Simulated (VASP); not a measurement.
Here is a VASP 6.6.1 calculation.

The input INCAR:

```
SYSTEM = Mo3Pt
PREC = Accurate
ENCUT = 520
EDIFF = 1E-6
ISMEAR = -1
SIGMA = 0.1
LREAL = .FALSE.
LASPH = .TRUE.
NELM = 60
ALGO = Normal
ISIF = 2
LWAVE = .FALSE.
LCHARG = .TRUE.
LELF = .TRUE.
LVHAR = .TRUE.
NBANDS = 34
```

The input KPOINTS:

```
regular mesh
0
G
  6 6 6
  0 0 0
```

Contents of POSCAR:

```
Mo3Pt
1.0
    4.0002985153      0.0000000000      0.0000000000
    0.0000000000      4.0002985153      0.0000000000
    0.0000000000      0.0000000000      4.0002985153
Mo Pt
3 1
Direct
    0.0000000000      0.5000000000      0.5000000000
    0.5000000000      0.0000000000      0.5000000000
    0.5000000000      0.5000000000      0.0000000000
    0.0000000000      0.0000000000      0.0000000000
```

Potentials or basis: VASP PAW LDA potentials, release 64 (Mo_sv, Pt).

Command:

```sh
$ cat potpaw_LDA.64/Mo_sv/POTCAR potpaw_LDA.64/Pt/POTCAR > POTCAR
$ mpirun -np 1 vasp_std > vasp.out
```

(1) Predict the band gap on the k mesh.

(2) Estimate the pressure.

Results:

(1) zero (band 26 reaches 14.06 eV, above the bottom of band 27 at 10.79 eV).

(2) -18.1 GPa.

Caveat: spin-orbit coupling is left out, which moves the levels of the heavy elements.
